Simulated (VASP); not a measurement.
# BeSe (F-43m) in VASP: notebook, part 2 of 3

VASP 6.6.1.

### 3 Single point, PBEsol

This run uses another cell than the first one, of 16.86 Å³/atom.

File INCAR:

```
PREC     = Accurate       # precision mode
ENCUT    = 600            # plane-wave cutoff, eV
EDIFF    = 1E-6           # SCF threshold, eV
ISMEAR   = 0              # smearing method
SIGMA    = 0.02           # smearing width, eV
LREAL    = False          # projectors in reciprocal space
LASPH    = True           # aspherical terms in the spheres
NELM     = 120            # most SCF steps
ALGO     = Normal         # electronic algorithm
ISIF     = 2              # what is computed and relaxed
LWAVE    = False          # write WAVECAR
LCHARG   = False          # write CHGCAR
GGA      = PS             # functional
NBANDS   = 11             # bands
GGA_COMPAT= False
```

File KPOINTS:

```
regular mesh
0
Gamma
  8 8 8
```

File POSCAR:

```
BeSe
1.0
    0.0000000000      2.5643587674      2.5643587674
    2.5643587674      0.0000000000      2.5643587674
    2.5643587674      2.5643587674      0.0000000000
Be Se
1 1
Direct
    0.0000000000      0.0000000000      0.0000000000
    0.2500000000      0.2500000000      0.2500000000
```

Potentials or basis: VASP PAW PBE potentials, release 64 (Be, Se).

On the command line:

```console
cat potpaw_PBE.64/Be/POTCAR potpaw_PBE.64/Se/POTCAR > POTCAR
mpirun -np 1 vasp_std > vasp.out
```

OUTCAR:

```text
PREC = Accurate
   ENCUT = 600
   EDIFF = 1E-6
   ISMEAR = 0
   LREAL = False
   LASPH = True
   NELM = 120
   ISIF = 2
   GGA = PS

 ion  position               nearest neighbor table
   1  0.000  0.000  0.000-   2 2.22   2 2.22   2 2.22   2 2.22
   2  0.250  0.250  0.250-   1 2.22   1 2.22   1 2.22   1 2.22

  LATTYP: Found a face centered cubic cell.
 ALAT       =     5.1287175348

  Lattice vectors:

 A1 = (   0.0000000000,   2.5643587674,   2.5643587674)
 A2 = (   2.5643587674,   0.0000000000,   2.5643587674)
 A3 = (   2.5643587674,   2.5643587674,   0.0000000000)

Analysis of symmetry for initial positions (statically):
=====================================================================
 Subroutine PRICEL returns:
 Original cell was already a primitive cell.

 Routine SETGRP: Setting up the symmetry group for a
 face centered cubic supercell.

 Subroutine GETGRP returns: Found 24 space group operations
 (whereof 24 operations were pure point group operations)
 out of a pool of 48 trial point group operations.

The static configuration has the point symmetry T_d .

Analysis of symmetry for dynamics (positions and initial velocities):
[... 164 lines left out ...]
 fundamental gap:      2.4501705099
 Fermi energy:         3.4932753014

 k-point     1 :       0.0000    0.0000    0.0000
  band No.  band energies     occupation
      1     -10.5205      2.00000
      2       3.3684      2.00000
      3       3.3684      2.00000
      4       3.3684      2.00000
      5       7.6566      0.00000
      6       8.3430      0.00000
      7       8.3430      0.00000
      8       8.3430      0.00000
      9      15.3029      0.00000
     10      15.8838      0.00000
     11      15.8838      0.00000
[... 309 lines left out ...]
 k-point    24 :      -0.3750    0.2500    0.1250
  band No.  band energies     occupation
      1      -8.9066      2.00000
      2      -1.9426      2.00000
      3       0.4573      2.00000
      4       1.4575      2.00000
      5       8.7566      0.00000
      6       9.0313      0.00000
      7      11.7023      0.00000
      8      13.0176      0.00000
      9      13.6788      0.00000
     10      17.8962      0.00000
     11      17.9903      0.00000

 [... further k-points ...]
[... 5 lines left out ...]
  --------------------------------------------------------------------------------------
  -------------------------------------------------------------------------------------
  Total        0.0681587      0.0681587      0.0681587      0.0000000     -0.0000000     -0.0000000
  in kB        3.2379136      3.2379136      3.2379136      0.0000000     -0.0000000     -0.0000000
  external PRESSURE =       3.2379136 kB  Pullay stress =       0.0000000 kB

 VOLUME and BASIS-vectors are now :
 -----------------------------------------------------------------------------
  energy-cutoff  :      600.00
  volume of cell :       33.73
      direct lattice vectors                 reciprocal lattice vectors
     0.000000000  2.564358767  2.564358767    -0.194980518  0.194980518  0.194980518
     2.564358767  0.000000000  2.564358767     0.194980518 -0.194980518  0.194980518
     2.564358767  2.564358767  0.000000000     0.194980518  0.194980518 -0.194980518

 POSITION                                       TOTAL-FORCE (eV/Angst)
 -----------------------------------------------------------------------------------
      0.00000      0.00000      0.00000         0.000000      0.000000     -0.000000
      1.28218      1.28218      1.28218        -0.000000     -0.000000      0.000000
 -----------------------------------------------------------------------------------
    total drift:                                0.000000      0.000000      0.000000

  FREE ENERGIE OF THE ION-ELECTRON SYSTEM (eV)
  ---------------------------------------------------
  free  energy   TOTEN  =        -9.4495333151 eV

  energy  without entropy=       -9.4495333151  energy(sigma->0) =       -9.44953332
```

OSZICAR:

```text
N       E                     dE             d eps       ncg     rms          rms(c)
DAV:   1     0.240730649388E+02    0.24073E+02   -0.39803E+03   638   0.683E+02
DAV:   2    -0.792922122481E+01   -0.32002E+02   -0.30397E+02   829   0.120E+02
DAV:   3    -0.958328233910E+01   -0.16541E+01   -0.16497E+01   805   0.265E+01
DAV:   4    -0.959211562133E+01   -0.88333E-02   -0.88317E-02   746   0.212E+00
DAV:   5    -0.959213699030E+01   -0.21369E-04   -0.21369E-04   813   0.112E-01    0.338E+00
DAV:   6    -0.949109220282E+01    0.10104E+00   -0.51867E-02   738   0.111E+00    0.207E+00
DAV:   7    -0.944895239542E+01    0.42140E-01   -0.88070E-02   765   0.146E+00    0.235E-01
DAV:   8    -0.944944212990E+01   -0.48973E-03   -0.21640E-03   710   0.272E-01    0.682E-02
DAV:   9    -0.944953388277E+01   -0.91753E-04   -0.12182E-04   814   0.752E-02    0.307E-02
DAV:  10    -0.944953331513E+01    0.56764E-06   -0.75006E-06   756   0.125E-02
   1 F= -.94495333E+01 E0= -.94495333E+01  d E =-.768739E-21
```

It took 23 s on 1 thread of AMD EPYC 7R43 (Zen 3), shared host; peak memory 0.13 GiB.

Results:

```yaml
Free_energy: -9.4495 eV
Pressure: 0.3 GPa
Band_gap_on_the_k_mesh: 2.45 eV (least direct gap 4.29 eV)
```

Caveat: the PAW data sets were made with another functional, which shifts forces and pressure a little.

### 4 Single point, PBEsol

This run uses another cell than the first one, of 16.86 Å³/atom.

File INCAR:

```
ALGO = Normal ; EDIFF = 1E-6
ENCUT = 600 ; GGA = PS
GGA_COMPAT = F ; ISIF = 2
ISMEAR = 0 ; LASPH = T
LCHARG = F ; LREAL = F
LWAVE = F ; NBANDS = 11
NELM = 120 ; PREC = Accurate
SIGMA = 0.02
```

File KPOINTS:

```
k-points
0
Gamma
  10 10 10
```

POSCAR is that of step 3.

Potentials or basis: VASP PAW PBE potentials, release 64 (Be, Se).

On the command line:

```console
cat potpaw_PBE.64/Be/POTCAR potpaw_PBE.64/Se/POTCAR > POTCAR
mpirun -np 1 vasp_std > vasp.out
```

OUTCAR:

```text
EDIFF = 1E-6
   ENCUT = 600
   GGA = PS
   ISIF = 2
   ISMEAR = 0
   LASPH = T
   LREAL = F
   NELM = 120
   PREC = Accurate

 ion  position               nearest neighbor table
   1  0.000  0.000  0.000-   2 2.22   2 2.22   2 2.22   2 2.22
   2  0.250  0.250  0.250-   1 2.22   1 2.22   1 2.22   1 2.22

  LATTYP: Found a face centered cubic cell.
 ALAT       =     5.1287175348

  Lattice vectors:

 A1 = (   0.0000000000,   2.5643587674,   2.5643587674)
[... 523 lines left out ...]
------------------------ aborting loop because EDIFF is reached ----------------------------------------

  FORCE on cell =-STRESS in cart. coord.  units (eV):
  Direction    XX          YY          ZZ          XY          YZ          ZX
  --------------------------------------------------------------------------------------
  -------------------------------------------------------------------------------------
  Total        0.0675448      0.0675448      0.0675448     -0.0000000      0.0000000      0.0000000
  in kB        3.2087504      3.2087504      3.2087504     -0.0000000      0.0000000      0.0000000
  external PRESSURE =       3.2087504 kB  Pullay stress =       0.0000000 kB

 VOLUME and BASIS-vectors are now :
 -----------------------------------------------------------------------------
  energy-cutoff  :      600.00
  volume of cell :       33.73
      direct lattice vectors                 reciprocal lattice vectors
     0.000000000  2.564358767  2.564358767    -0.194980518  0.194980518  0.194980518
     2.564358767  0.000000000  2.564358767     0.194980518 -0.194980518  0.194980518
     2.564358767  2.564358767  0.000000000     0.194980518  0.194980518 -0.194980518

 POSITION                                       TOTAL-FORCE (eV/Angst)
 -----------------------------------------------------------------------------------
      0.00000      0.00000      0.00000         0.000000      0.000000      0.000000
      1.28218      1.28218      1.28218        -0.000000     -0.000000     -0.000000
 -----------------------------------------------------------------------------------
    total drift:                                0.000000      0.000000      0.000000

  FREE ENERGIE OF THE ION-ELECTRON SYSTEM (eV)
  ---------------------------------------------------
  free  energy   TOTEN  =        -9.4499068522 eV

  energy  without entropy=       -9.4499068522  energy(sigma->0) =       -9.44990685
```

OSZICAR:

```text
N       E                     dE             d eps       ncg     rms          rms(c)
DAV:   1     0.232871540723E+02    0.23287E+02   -0.38559E+03  1034   0.681E+02
DAV:   2    -0.813532781699E+01   -0.31422E+02   -0.30168E+02  1330   0.117E+02
DAV:   3    -0.958593956210E+01   -0.14506E+01   -0.14479E+01  1340   0.257E+01
DAV:   4    -0.959241685547E+01   -0.64773E-02   -0.64762E-02  1246   0.196E+00
DAV:   5    -0.959243738696E+01   -0.20531E-04   -0.20531E-04  1305   0.114E-01    0.338E+00
DAV:   6    -0.949144824157E+01    0.10099E+00   -0.52034E-02  1208   0.111E+00    0.207E+00
DAV:   7    -0.944932827905E+01    0.42120E-01   -0.88354E-02  1234   0.146E+00    0.235E-01
DAV:   8    -0.944981535482E+01   -0.48708E-03   -0.21385E-03  1175   0.272E-01    0.686E-02
DAV:   9    -0.944990751316E+01   -0.92158E-04   -0.12178E-04  1304   0.752E-02    0.309E-02
DAV:  10    -0.944990685219E+01    0.66098E-06   -0.74806E-06  1215   0.125E-02
   1 F= -.94499069E+01 E0= -.94499069E+01  d E =-.280741E-19
```

stdout:

```text
POSCAR found type information on POSCAR BeSe
 POSCAR found :  2 types and       2 ions
 scaLAPACK will be used
 -----------------------------------------------------------------------------
|                                                                             |
|                                                                             |
|     You enforced a specific xc type in the INCAR file but a different       |
|     I HOPE YOU KNOW WHAT YOU ARE DOING!                                     |
|                                                                             |
 -----------------------------------------------------------------------------

 LDA part: xc-table for (Slater+PW92), standard interpolation
 POSCAR, INCAR and KPOINTS ok, starting setup
 FFT: planning ... GRIDC
 FFT: planning ... GRID_SOFT
 FFT: planning ... GRID
 WAVECAR not read
 entering main loop
```

It took 41 s on 1 thread of AMD EPYC 7R43 (Zen 3), shared host; peak memory 0.14 GiB.

What came out:

```yaml
Free_energy: -9.4499 eV
Pressure: 0.3 GPa
Band_gap_on_the_k_mesh: 2.45 eV (least direct gap 4.29 eV)
```

Caveat: the PAW data sets were made with another functional, which shifts forces and pressure a little.

[end of part 2 of 3]
